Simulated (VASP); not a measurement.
Crystal: AlN.

```xyz
12
Lattice="-3.1006 3.6080 2.5268 3.1006 -3.6080 2.5268 3.1006 3.6080 -2.5268" Properties=species:S:1:pos:R:3 pbc="T T T"
Al    2.4557    2.4889    0.0000
Al    2.4557   -2.4889    2.5268
Al    0.6449    6.0969    0.0000
Al    0.6449    1.1192    2.5268
Al    0.0000    3.6080    1.2634
Al    3.1006    0.0000    1.2634
N     0.6449    2.4889    0.0000
N     3.7455    1.1192    0.0000
N     0.0000    0.0000    1.2634
N     0.0000    0.0000    3.7902
N    -0.6449    2.4889    2.5268
N     2.4557    1.1192    2.5268
```

The cell was built from a structure type or drawn by symmetry, and may not be a known phase.

- Program: VASP 6.6.1
- Task: relaxation of cell and atoms
- Functional: PBE
- Potentials or basis: VASP PAW PBE potentials, release 64 (Al, N)
- Cutoff: 600 eV
- k mesh: 4 × 4 × 4
- Occupations: gaussian, width 0.1 eV
- Spin: no spin polarisation

At the start: pressure 37.8 GPa; volume 9.42 Å³/atom.

Q: Where does the relaxation end?

A: Over 15 steps the energy falls by 268.0 meV/atom and the volume is 10.83 Å³/atom (+15.0 %); space group Ibam (No. 72, to 0.1 Å) before and after.

Step by step:
| step | energy change (eV) | largest force (eV/Å) | pressure (GPa) | volume (Å³) |
| --- | --- | --- | --- | --- |
| 1 | 0.0000 | 1.3793 | 37.76 | 113.07 |
| 2 | -0.9242 | 1.7056 | -21.38 | 153.11 |
| 3 | -2.4739 | 1.4993 | -2.87 | 133.18 |
| 4 | -2.8959 | 0.6979 | -2.28 | 133.57 |
| 5 | -2.8978 | 0.8330 | -2.23 | 133.59 |
| 6 | -3.1270 | 0.4435 | 0.14 | 130.94 |
| 7 | -3.1502 | 0.6625 | 1.29 | 129.81 |
| 8 | -3.1909 | 0.4922 | -0.14 | 130.25 |
| 9 | -3.1999 | 0.2245 | 0.24 | 130.12 |
| 10 | -3.2082 | 0.1124 | -0.32 | 130.46 |
| 11 | -3.2086 | 0.1249 | -0.48 | 130.55 |
| 12 | -3.2137 | 0.0875 | 0.00 | 130.14 |
| 13 | -3.2145 | 0.1055 | 0.30 | 129.89 |
| 14 | -3.2156 | 0.0815 | 0.05 | 130.02 |
| 15 | -3.2160 | 0.0361 | 0.14 | 129.97 |

Final structure:
```
CELL_PARAMETERS angstrom
-2.89451 3.99832 2.80767
2.89451 -3.99832 2.80767
2.89451 3.99832 -2.80767
ATOMIC_POSITIONS crystal
Al 0.35125 0.41067 0.76192
Al 0.14875 0.91067 0.05942
Al 0.85125 0.08933 0.94058
Al 0.64875 0.58933 0.23808
Al 0.75000 0.25000 0.50000
Al 0.25000 0.75000 0.50000
N 0.34386 0.08767 0.43153
N 0.15614 0.58767 0.74381
N 0.25000 0.25000 0.00000
N 0.75000 0.75000 0.00000
N 0.84386 0.41233 0.25619
N 0.65614 0.91233 0.56847
```
